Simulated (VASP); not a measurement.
# BaTiO3 in VASP: further runs, part 3 of 3

VASP 6.6.1. The steps go on from the part before.

### 4 Single point, PBE

This run uses another cell than the first one, of 12.86 Å³/atom.

INCAR reads:

```
ALGO = Normal ; EDIFF = 1E-6
ENCUT = 910 ; GGA = PE
GGA_COMPAT = False ; ISIF = 2
ISMEAR = 0 ; LASPH = True
LCHARG = False ; LREAL = False
LWAVE = False ; NBANDS = 28
NELM = 120 ; PREC = Accurate
SIGMA = 0.1
```

KPOINTS reads:

```
k-points
0
Gamma
  6 6 6
```

POSCAR reads:

```
BaTiO3
1.0
    4.0060000000      0.0000000000      0.0000000000
    0.0000000000      4.0060000000      0.0000000000
    0.0000000000      0.0000000000      4.0060000000
Ba Ti O
1 1 3
Direct
    0.4995820000      0.4932190000      0.5062780000
    0.0000700000     -0.0020440000     -0.0109340000
    0.0033810000      0.0076360000      0.4931720000
    0.0002570000      0.4939700000      0.0067890000
    0.5026220000     -0.0065370000      0.0085460000
```

Potentials or basis: VASP PAW PBE potentials, release 64 (Ba_sv, Ti_sv, O_h).

Launch:

```
$ cat potpaw_PBE.64/Ba_sv/POTCAR potpaw_PBE.64/Ti_sv/POTCAR potpaw_PBE.64/O_h/POTCAR > POTCAR
$ mpirun -np 1 vasp_std > vasp.out
```

OUTCAR:

```text
EDIFF = 1E-6
   ENCUT = 910
   GGA = PE
   ISIF = 2
   ISMEAR = 0
   LASPH = True
   LREAL = False
   NELM = 120
   PREC = Accurate

 ion  position               nearest neighbor table
   1  0.500  0.493  0.506-   3 2.78   3 2.80   5 2.83   5 2.83   4 2.83   4 2.83   4 2.83   4 2.84
                             5 2.84   5 2.84   3 2.86   3 2.88   2 3.42   2 3.42   2 3.44   2 3.44
   2  0.000  0.998  0.989-   3 1.99   4 1.99   5 1.99   5 2.01   3 2.02   4 2.02   1 3.42   1 3.42
                             1 3.44   1 3.44   1 3.50   1 3.50   1 3.52   1 3.52
   3  0.003  0.008  0.493-   2 1.99   2 2.02   1 2.78   1 2.80   1 2.86   1 2.88
   4  0.000  0.494  0.007-   2 1.99   2 2.02   1 2.83   1 2.83   1 2.83   1 2.84
   5  0.503  0.993  0.009-   2 1.99   2 2.01   1 2.83   1 2.83   1 2.84   1 2.84

  LATTYP: Found a simple cubic cell.
 ALAT       =     4.0060000000

  Lattice vectors:

 A1 = (   4.0060000000,   0.0000000000,   0.0000000000)
 A2 = (   0.0000000000,   4.0060000000,   0.0000000000)
 A3 = (   0.0000000000,   0.0000000000,   4.0060000000)

Analysis of symmetry for initial positions (statically):
[... 183 lines left out ...]
 fundamental gap:      1.7423318237
 Fermi energy:         4.6994779982

 k-point     1 :       0.0000    0.0000    0.0000
  band No.  band energies     occupation
      1     -52.4775      2.00000
      2     -28.6874      2.00000
      3     -28.6869      2.00000
      4     -28.6866      2.00000
      5     -20.6461      2.00000
      6     -12.7160      2.00000
[... 733 lines left out ...]
     27      11.4958      0.00000
     28      12.8669      0.00000

 [... further k-points ...]

------------------------ aborting loop because EDIFF is reached ----------------------------------------

  FORCE on cell =-STRESS in cart. coord.  units (eV):
  Direction    XX          YY          ZZ          XY          YZ          ZX
  --------------------------------------------------------------------------------------
  -------------------------------------------------------------------------------------
  Total        1.2854021      1.2990830      1.2125714      0.0099391     -0.0131268      0.0106703
  in kB       32.0344105     32.3753619     30.2193455      0.2476989     -0.3271421      0.2659214
  external PRESSURE =      31.5430393 kB  Pullay stress =       0.0000000 kB

 VOLUME and BASIS-vectors are now :
 -----------------------------------------------------------------------------
  energy-cutoff  :      910.00
  volume of cell :       64.29
      direct lattice vectors                 reciprocal lattice vectors
     4.006000000  0.000000000  0.000000000     0.249625562  0.000000000  0.000000000
     0.000000000  4.006000000  0.000000000     0.000000000  0.249625562  0.000000000
     0.000000000  0.000000000  4.006000000     0.000000000  0.000000000  0.249625562

 POSITION                                       TOTAL-FORCE (eV/Angst)
 -----------------------------------------------------------------------------------
      2.00133      1.97584      2.02815         0.039817      0.126521     -0.286963
      0.00028      3.99781      3.96220        -0.053501      0.034613      0.234398
      0.01354      0.03059      1.97565        -0.030371     -0.297165      0.683526
      0.00103      1.97884      0.02720         0.033184      0.152305     -0.298832
      2.01350      3.97981      0.03424         0.010872     -0.016274     -0.332129
 -----------------------------------------------------------------------------------
    total drift:                               -0.001783      0.000430      0.000761

  FREE ENERGIE OF THE ION-ELECTRON SYSTEM (eV)
  ---------------------------------------------------
  free  energy   TOTEN  =       -39.9582512554 eV

  energy  without entropy=      -39.9582512554  energy(sigma->0) =      -39.95825126
```

It took 3.9 min on 1 thread of Intel Xeon 6975P-C (Granite Rapids), shared host; peak memory 0.56 GiB.

What came out:

```yaml
Free_energy: -39.9583 eV
Pressure: 3.2 GPa
Largest_force: 0.746 eV/Å
Band_gap_on_the_k_mesh: 1.74 eV (least direct gap 1.90 eV)
```

Forces in eV/Å, atoms in the order of the input:
```
Ba   0.040  0.127 -0.287
Ti  -0.054  0.035  0.234
O   -0.030 -0.297  0.684
O    0.033  0.152 -0.299
O    0.011 -0.016 -0.332
```

Stress tensor (GPa, compression positive):
```
 3.20  0.02  0.03
 0.02  3.24 -0.03
 0.03 -0.03  3.02
```

Levels at points of the mesh, in eV from the valence-band top:
```csv
k point,band 16,band 17,band 18,band 19,band 20,band 21,band 22,band 23,band 24,band 25
"(0.00, 0.00, 0.00)",-1.10,-1.10,-0.18,-0.17,-0.16,1.74,1.79,1.80,3.90,3.90
"(0.50, 0.00, 0.00)",-1.92,-1.81,-1.81,-0.75,-0.71,1.94,3.45,3.46,3.90,5.87
"(0.00, 0.50, 0.00)",-1.92,-1.82,-1.81,-0.75,-0.72,1.94,3.46,3.46,3.91,5.88
"(0.00, 0.00, 0.50)",-1.95,-1.81,-1.73,-0.71,-0.71,1.90,3.47,3.48,3.90,5.90
"(0.50, 0.50, 0.00)",-2.67,-1.70,-0.88,-0.88,-0.09,3.46,3.47,3.88,4.72,7.60
"(0.00, 0.50, 0.50)",-2.68,-1.69,-0.88,-0.87,-0.09,3.47,3.49,3.88,4.73,7.60
"(0.50, 0.00, 0.50)",-2.68,-1.70,-0.88,-0.87,-0.09,3.47,3.48,3.88,4.73,7.59
"(0.50, 0.50, 0.50)",-2.40,-2.40,-0.01,0.00,0.00,4.11,4.11,4.12,6.65,6.72
```

Caveat: the cutoff is under 1.25 times the usual one of these potentials, so pressure, stress and relaxed cells hold a basis-set (Pulay) error; the cell stands under pressure; spin-orbit coupling is left out, which moves the levels of the heavy elements.

### 5 Single point, PBE

This run uses another cell than the first one, of 12.86 Å³/atom.

INCAR reads:

```
SYSTEM = BaTiO3
PREC = Accurate
ENCUT = 910
EDIFF = 1E-6
ISMEAR = 0
SIGMA = 0.1
LREAL = .False.
LASPH = .True.
NELM = 120
ALGO = Normal
ISIF = 2
LWAVE = .False.
LCHARG = .True.
GGA = PE
LELF = .True.
LVHAR = .True.
NBANDS = 28
GGA_COMPAT = .False.
```

KPOINTS reads:

```
Automatic mesh
0
Gamma
  8 8 8
  0 0 0
```

POSCAR is that of step 4.

Launch:

```
$ cat potpaw_PBE.64/Ba_sv/POTCAR potpaw_PBE.64/Ti_sv/POTCAR potpaw_PBE.64/O_h/POTCAR > POTCAR
$ mpirun -np 1 vasp_std > vasp.out
```

Wall time 7.4 min (1 thread of Intel Xeon 6975P-C (Granite Rapids), shared host); peak memory 1 GiB.

The run converged. Its results:

```yaml
Free_energy: -39.9587 eV
Pressure: 3.1 GPa
Largest_force: 0.745 eV/Å
Band_gap_on_the_k_mesh: 1.74 eV (least direct gap 1.90 eV)
```

Forces on the atoms (eV/Å):
```
Ba   0.040  0.127 -0.287
Ti  -0.053  0.035  0.239
O   -0.031 -0.298  0.682
O    0.033  0.152 -0.300
O    0.011 -0.015 -0.334
```

Stress tensor (GPa, compression positive):
```
 3.19  0.02  0.03
 0.02  3.23 -0.03
 0.03 -0.03  3.01
```

Levels at points of the mesh, in eV from the valence-band top:
```tsv
k point	band 16	band 17	band 18	band 19	band 20	band 21	band 22	band 23	band 24	band 25
(0.00, 0.00, 0.00)	-1.10	-1.10	-0.18	-0.17	-0.16	1.74	1.79	1.80	3.90	3.90
(0.50, 0.00, 0.00)	-1.92	-1.81	-1.81	-0.75	-0.71	1.94	3.45	3.46	3.90	5.87
(0.00, 0.50, 0.00)	-1.92	-1.82	-1.81	-0.75	-0.72	1.94	3.46	3.46	3.91	5.88
(0.00, 0.00, 0.50)	-1.95	-1.81	-1.73	-0.71	-0.71	1.90	3.47	3.48	3.90	5.90
(0.50, 0.50, 0.00)	-2.67	-1.70	-0.88	-0.88	-0.09	3.46	3.47	3.88	4.72	7.60
(0.00, 0.50, 0.50)	-2.68	-1.69	-0.88	-0.87	-0.09	3.47	3.49	3.88	4.73	7.61
(0.50, 0.00, 0.50)	-2.68	-1.70	-0.88	-0.87	-0.09	3.47	3.48	3.88	4.73	7.59
(0.50, 0.50, 0.50)	-2.40	-2.40	-0.01	0.00	0.00	4.11	4.11	4.12	6.65	6.72
```

Caveat: the cutoff is under 1.25 times the usual one of these potentials, so pressure, stress and relaxed cells hold a basis-set (Pulay) error; the cell stands under pressure; spin-orbit coupling is left out, which moves the levels of the heavy elements. PBE gaps usually lie below the measured ones, often by a third to a half.

### 6 Overview

```tsv
level	potentials or basis	cell	k mesh	cutoff (eV)	smearing	gap on the mesh (eV)	pressure (GPa)	largest force (eV/Å)
PBEsol	VASP PAW PBE potentials, release 64 (Ba_sv, Ti_sv, O)	a = 4.085 Å, 5 atoms, atomic positions A	7 × 7 × 7	520	fermi-dirac 0.05 eV	1.64	-11.2	-
PBEsol	VASP PAW PBE potentials, release 64 (Ba_sv, Ti_sv, O)	a = 4.006 Å, 5 atoms, atomic positions B	7 × 7 × 7	520	fermi-dirac 0.05 eV	1.76	-2.8	0.73
PBE	VASP PAW PBE potentials, release 64 (Ba_sv, Ti_sv, O_h)	a = 4.006 Å, 5 atoms, atomic positions B	6 × 6 × 6	910	gaussian 0.1 eV	1.74	3.2	0.75
PBE	VASP PAW PBE potentials, release 64 (Ba_sv, Ti_sv, O_h)	a = 4.006 Å, 5 atoms, atomic positions B	8 × 8 × 8	910	gaussian 0.1 eV	1.74	3.1	0.74
```

Alike in all rows: task single point; no spin polarisation.

Caveats: spin-orbit coupling is left out, which moves the levels of the heavy elements; the PAW data sets were made with another functional, which shifts forces and pressure a little (at least some runs); an odd mesh through Γ misses points on the zone boundary, where band edges can lie (at least some runs); the cutoff is under 1.25 times the usual one of these potentials, so pressure, stress and relaxed cells hold a basis-set (Pulay) error (at least some runs); the cell stands under pressure (at least some runs); the cell stands under tension (at least some runs).

Total energies depend on the potentials used, so only differences within one code and one set of settings carry meaning.
